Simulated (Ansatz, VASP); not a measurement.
**TiO2: VASP beside Ansatz**

```
Ti O
1.0
     2.68055   -2.72841   -0.06174
     2.67526    2.72312   -0.05440
    -2.70909    0.00908    4.80528
Ti O
2 4
Direct
  0.12195 0.85755 0.23625
  0.87558 0.14822 0.75586
  0.35401 0.09895 0.67383
  0.67320 0.94190 0.32167
  0.96818 0.68269 0.84674
  0.06404 0.34910 0.17459
```

Change from the starting cell: kmesh displaced: [4, 4, 2] Gamma-centred.

Alike in both runs: task single point; functional r2SCAN; k mesh 4 × 4 × 2; occupations gaussian, width 0.02 eV; no spin polarisation.

```csv
,VASP,Ansatz
version,VASP 6.6.1,Ansatz 0.2.0
potentials or method,"VASP PAW PBE potentials, release 64 (Ti_sv, O_h), cutoff 910 eV","scalar-relativistic, plane waves, PAW"
valence electrons in the cell,48,48
```

Ansatz gave:

```
gap on the k mesh at the Fermi level (eV) : 2.56
least direct gap on the mesh (eV)         : 2.99
rms of the force components (eV/Å)        : 0.641
```

Problem. Which values does VASP return?

Solution. gap on the k mesh at the Fermi level (eV): 2.59; least direct gap on the mesh (eV): 3.02; rms of the force components (eV/Å): 0.664.

VASP's potentials were made for PBE, not for r2SCAN. Atom by atom the forces differ by 0.050 eV/Å (rms over components).

The k mesh is coarse, so the values compare programs but aren't converged. Noted on VASP's run: the cutoff is short for stress, so the pressure is rough.
